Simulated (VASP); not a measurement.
# CuI (F-43m) in VASP: notebook, part 2 of 2

VASP 6.6.1. The steps go on from the part before.

**4. Single point, HF**

This run uses another cell than the first one, of 27.86 Å³/atom.

The input, POSCAR:

```
CuI
1.0
    0.0000000000      3.0315000000      3.0315000000
    3.0315000000      0.0000000000      3.0315000000
    3.0315000000      3.0315000000      0.0000000000
I Cu
1 1
Direct
    0.0000000000      0.0000000000      0.0000000000
    0.7500000000      0.7500000000      0.7500000000
```

The input, INCAR.step1:

```
PREC = Accurate
ENCUT = 520
EDIFF = 1E-5
ISMEAR = -1
SIGMA = 0.05
LREAL = F
LASPH = T
NELM = 100
ALGO = Normal
ISIF = 2
LWAVE = T
LCHARG = F
NBANDS = 16
GGA = PE
```

The input, INCAR.step2:

```
PREC = Accurate
ENCUT = 520
EDIFF = 1E-6
ISMEAR = -1
SIGMA = 0.05
LREAL = F
LASPH = T
NELM = 100
ALGO = Normal
ISIF = 2
LWAVE = F
LCHARG = F
GGA = PE
LHFCALC = T
AEXX = 1.0
ALDAC = 0.0
AGGAC = 0.0
PRECFOCK = Normal
NBANDS = 16
ISTART = 1
```

The input, KPOINTS:

```
regular mesh
0
Gamma
  4 4 4
```

Potentials or basis: VASP PAW PBE potentials, release 64 (I, Cu).

Launch:

```
$ cat potpaw_PBE.64/I/POTCAR potpaw_PBE.64/Cu/POTCAR > POTCAR
$ cp INCAR.step1 INCAR
$ mpirun -np 1 vasp_std > vasp.out
$ cp INCAR.step2 INCAR
$ mpirun -np 1 vasp_std > vasp.out
```

OUTCAR:

```text
PREC = Accurate
   ENCUT = 520
   EDIFF = 1E-6
   ISMEAR = -1
   LREAL = F
   LASPH = T
   NELM = 100
   ISIF = 2
   GGA = PE
   LHFCALC = T
   AEXX = 1.0
   PRECFOCK = Normal
   ISTART = 1

 ion  position               nearest neighbor table
   1  0.000  0.000  0.000-   2 2.63   2 2.63   2 2.63   2 2.63
   2  0.750  0.750  0.750-   1 2.63   1 2.63   1 2.63   1 2.63

  LATTYP: Found a face centered cubic cell.
 ALAT       =     6.0630000000

  Lattice vectors:

 A1 = (   0.0000000000,   3.0315000000,   3.0315000000)
 A2 = (   3.0315000000,   0.0000000000,   3.0315000000)
 A3 = (   3.0315000000,   3.0315000000,   0.0000000000)

Analysis of symmetry for initial positions (statically):
=====================================================================
 Subroutine PRICEL returns:
 Original cell was already a primitive cell.

 Routine SETGRP: Setting up the symmetry group for a
 face centered cubic supercell.

 Subroutine GETGRP returns: Found 24 space group operations
 (whereof 24 operations were pure point group operations)
 out of a pool of 48 trial point group operations.

The static configuration has the point symmetry T_d .

Analysis of symmetry for dynamics (positions and initial velocities):
=====================================================================
 Subroutine PRICEL returns:
 Original cell was already a primitive cell.

 Routine SETGRP: Setting up the symmetry group for a
 face centered cubic supercell.

 Subroutine GETGRP returns: Found 24 space group operations
 (whereof 24 operations were pure point group operations)
 out of a pool of 48 trial point group operations.

The dynamic configuration has the point symmetry T_d .

 Subroutine INISYM returns: Found 24 space group operations
 (whereof 24 operations are pure point group operations),
 and found     1 'primitive' translations

----------------------------------------------------------------------------------------

                                     Primitive cell

  volume of cell :      55.7189

  direct lattice vectors                    reciprocal lattice vectors
     0.000000000  3.031500000  3.031500000    -0.164934851  0.164934851  0.164934851
     3.031500000  0.000000000  3.031500000     0.164934851 -0.164934851  0.164934851
     3.031500000  3.031500000  0.000000000     0.164934851  0.164934851 -0.164934851

  length of vectors
     4.287188414  4.287188414  4.287188414     0.285675541  0.285675541  0.285675541

  position of ions in fractional coordinates (direct lattice)
     0.000000000  0.000000000  0.000000000
     0.750000000  0.750000000  0.750000000

  ion indices of the primitive-cell ions
   primitive index   ion index
                 1           1
                 2           2

----------------------------------------------------------------------------------------

 KPOINTS: regular mesh

Automatic generation of k-mesh.
 Grid dimensions read from file:
 generate k-points for:    4    4    4

 Generating k-lattice:

  Cartesian coordinates                     Fractional coordinates (reciprocal lattice)
    -0.041233713  0.041233713  0.041233713     0.250000000  0.000000000  0.000000000
     0.041233713 -0.041233713  0.041233713     0.000000000  0.250000000  0.000000000
     0.041233713  0.041233713 -0.041233713     0.000000000  0.000000000  0.250000000

  Length of vectors
     0.071418885  0.071418885  0.071418885

  Shift w.r.t. Gamma in fractional coordinates (k-lattice)
     0.000000000  0.000000000  0.000000000

 Subroutine IBZKPT returns following result:
 ===========================================

 Found      8 irreducible k-points:

 Following reciprocal coordinates:
            Coordinates               Weight
  0.000000  0.000000  0.000000      1.000000
  0.250000  0.000000  0.000000      8.000000
  0.500000  0.000000  0.000000      4.000000
  0.250000  0.250000  0.000000      6.000000
  0.500000  0.250000  0.000000     24.000000
 -0.250000  0.250000  0.000000     12.000000
  0.500000  0.500000  0.000000      3.000000
 -0.250000  0.500000  0.250000      6.000000
   k-points           NKPTS =      8   k-points in BZ     NKDIM =     64   number of bands    NBANDS=     16
   number of dos      NEDOS =    301   number of ions     NIONS =      2
   total plane-waves  NPLWV =  32768
   dimension x,y,z NGX =    32 NGY =   32 NGZ =   32
   dimension x,y,z NGXF=    64 NGYF=   64 NGZF=   64
   ions per type =               1   1
   NGX,Y,Z   is equivalent  to a cutoff of  12.41, 12.41, 12.41 a.u.
   NGXF,Y,Z  is equivalent  to a cutoff of  24.82, 24.82, 24.82 a.u.
 SYSTEM =  unknown system
   PREC   = accura    normal or accurate (medium, high low for compatibility)
   ISTART =      1    job   : 0-new  1-cont  2-samecut
   ICHARG =      0    charge: 1-file 2-atom 10-const
   ISPIN  =      1    spin polarized calculation?
   LNONCOLLINEAR =      F non collinear calculations
   LSORBIT =      F    spin-orbit coupling
   LASPH  =      T    aspherical Exc in radial PAW
   ENCUT  =  520.0 eV  38.22 Ry    6.18 a.u.   7.97  7.97  7.97*2*pi/ulx,y,z
   NELM   =    100;   NELMIN=  2; NELMDL=  0     # of ELM steps
   EDIFF  = 0.1E-05   stopping-criterion for ELM
   LREAL  =      F    real-space projection
   EDIFFG = 0.1E-04   stopping-criterion for IOM
   NSW    =      0    number of steps for IOM
   IBRION =     -1    ionic relax: 0-MD 1-quasi-New 2-CG
   NFREE  =      0    steps in history (QN), initial steepest desc. (CG)
   ISIF   =      2    stress and relaxation
   ISYM   =      3    0-nonsym 1-usesym 2-fastsym
   POTIM  = 0.5000    time-step for ionic-motion
   TEBEG  =    0.0;   TEEND  =   0.0 temperature during run
   PSTRESS=    0.0 pullay stress
   NELECT =      18.0000    total number of electrons
   NUPDOWN=      -1.0000    fix difference up-down
   EMIN   =  10.00;   EMAX   =-10.00  energy-range for DOS
   EFERMI =   0.00;   METHOD = LEGACY
   ISMEAR =    -1;   SIGMA  =   0.05  broadening in eV -4-tet -1-fermi 0-gaus
   EFERMI_NEDOS =   21; number of points for ismear=-14 and -15
   IALGO  =     38    algorithm
   IMIX   =      1    mixing-type and parameters
     AMIX     =   0.40;   BMIX     =  1.00
     AMIX_MAG =   1.60;   BMIX_MAG =  1.00
  volume/ion in A,a.u.               =      27.86       188.00
  Fermi-wavevector in a.u.,A,eV,Ry     =   1.123306  2.122741 17.168055  1.261816
  Thomas-Fermi vector in A             =   2.259971
   LORBIT       =      0    0 simple, 1 ext, 2 COOP (PROOUT), +10 PAW based schemes
   GGA     = PE    functional components
   LHFCALC =     T    Hartree Fock is set to
   PRECFOCK=normal    Normal, Fast or Accurate (Low or Medium for compatibility)
   ENCUT4O =  -1.0   cutoff for four orbital integrals eV
   NKREDX  =     1    reduce k-point grid by
   NKREDY  =     1    reduce k-point grid by
   NKREDZ  =     1    reduce k-point grid by
   AEXX    =    1.0000 exact exchange contribution
   HFSCREEN=    0.0000 screening length (either q_TF or 0.3 A-1)
   HFSCREENC=   0.0000 screening length for correlation (either q_TF or 0.3 A-1)
   ENCUTFOCK=  -1.0 apply spherical cutoff to Coloumb kernel
   IVDW    =     0    specifies the selected vdW correction
   LEPSILON=     F    determine dielectric tensor
   LRPA    =     F    only Hartree local field effects (RPA)
 non-spin polarized calculation
  energy-cutoff  :      520.00
  volume of cell :       55.72
 maximum number of plane-waves:      1524
  NGX = 24; NGY = 24; NGZ = 24

 number of electron      18.0000015 magnetization

 Free energy of the ion-electron system (eV)
  ---------------------------------------------------
  ext. energy  EPLUGINS =         0.00000000
  ---------------------------------------------------
  free energy    TOTEN  =       -10.64940799 eV

  energy without entropy =      -10.64940799  energy(sigma->0) =      -10.64940799

 E-fermi :   1.6062     XC(G=0):   0.0000

 val. band max:        0.5108897282   @ k =   0.0000   0.0000   0.0000
 cond. band min:      10.3600599996   @ k =   0.0000   0.0000   0.0000
 fundamental gap:      9.8491702715
 Fermi energy:         1.6061720992

 k-point     1 :       0.0000    0.0000    0.0000
  band No.  band energies     occupation
      1     -16.5810      2.00000
      2      -5.6282      2.00000
      3      -5.6282      2.00000
      4      -5.6282      2.00000
      5      -4.6762      2.00000
      6      -4.6762      2.00000
[... 129 lines left out ...]
      3      -5.1230      2.00000
      4      -4.9689      2.00000
      5      -4.7714      2.00000
      6      -4.4514      2.00000
[... 8 lines left out ...]
     15      21.9315      0.00000
     16      22.0295      0.00000

------------------------ aborting loop because EDIFF is reached ----------------------------------------

  FORCE on cell =-STRESS in cart. coord.  units (eV):
  Direction    XX          YY          ZZ          XY          YZ          ZX
  --------------------------------------------------------------------------------------
  -------------------------------------------------------------------------------------
  Total        2.8704057      2.8704057      2.8704057      0.0000000      0.0000000     -0.0000000
  in kB       82.5374694     82.5374694     82.5374694      0.0000000      0.0000000     -0.0000000
  external PRESSURE =      82.5374694 kB  Pullay stress =       0.0000000 kB

 VOLUME and BASIS-vectors are now :
 -----------------------------------------------------------------------------
  energy-cutoff  :      520.00
  volume of cell :       55.72
      direct lattice vectors                 reciprocal lattice vectors
     0.000000000  3.031500000  3.031500000    -0.164934851  0.164934851  0.164934851
     3.031500000  0.000000000  3.031500000     0.164934851 -0.164934851  0.164934851
     3.031500000  3.031500000  0.000000000     0.164934851  0.164934851 -0.164934851

 POSITION                                       TOTAL-FORCE (eV/Angst)
 -----------------------------------------------------------------------------------
      0.00000      0.00000      0.00000         0.000000      0.000000      0.000000
      4.54725      4.54725      4.54725        -0.000000     -0.000000     -0.000000
 -----------------------------------------------------------------------------------
    total drift:                                0.000011      0.000087      0.000056

  FREE ENERGIE OF THE ION-ELECTRON SYSTEM (eV)
  ---------------------------------------------------
  free  energy   TOTEN  =       -10.6494079944 eV

  energy  without entropy=      -10.6494079943  energy(sigma->0) =      -10.64940799
```

OSZICAR.step1:

```text
N       E                     dE             d eps       ncg     rms          rms(c)
DAV:   1     0.871734837998E+02    0.87173E+02   -0.74670E+03   256   0.117E+03
DAV:   2    -0.769478487624E+00   -0.87943E+02   -0.81602E+02   272   0.218E+02
DAV:   3    -0.560949134007E+01   -0.48400E+01   -0.47788E+01   328   0.553E+01
DAV:   4    -0.573537928869E+01   -0.12589E+00   -0.12584E+00   288   0.855E+00
DAV:   5    -0.574271511110E+01   -0.73358E-02   -0.73356E-02   392   0.230E+00    0.499E+00
DAV:   6    -0.566620506849E+01    0.76510E-01   -0.26222E+00   256   0.431E+01    0.332E+00
DAV:   7    -0.552833047828E+01    0.13787E+00   -0.62736E-01   264   0.255E+01    0.164E+00
DAV:   8    -0.552998801115E+01   -0.16575E-02   -0.36689E-02   400   0.262E+00    0.414E-01
DAV:   9    -0.552780335785E+01    0.21847E-02   -0.88633E-03   320   0.273E+00    0.133E-01
DAV:  10    -0.552801509695E+01   -0.21174E-03   -0.63019E-04   320   0.170E-01    0.389E-02
DAV:  11    -0.552801592651E+01   -0.82956E-06   -0.13692E-04   312   0.324E-01    0.286E-02
DAV:  12    -0.552801626942E+01   -0.34291E-06   -0.81489E-06   208   0.331E-02
   1 F= -.55280163E+01 E0= -.55280159E+01  d E =-.745133E-06
```

Wall time 13 min (1 thread of Intel Xeon Platinum 8259CL at 2.50GHz (Skylake/Cascade Lake), shared host); peak memory 0.19 GiB.

What came out:

```
Free energy            : -10.6494 eV
Pressure               : 8.3 GPa
Band gap on the k mesh : 9.85 eV
```

Caveat: the k points lie up to 0.45 Å⁻¹ apart; the PAW data sets were made with another functional, which shifts forces and pressure a little; spin-orbit coupling is left out, which moves the levels of the heavy elements.
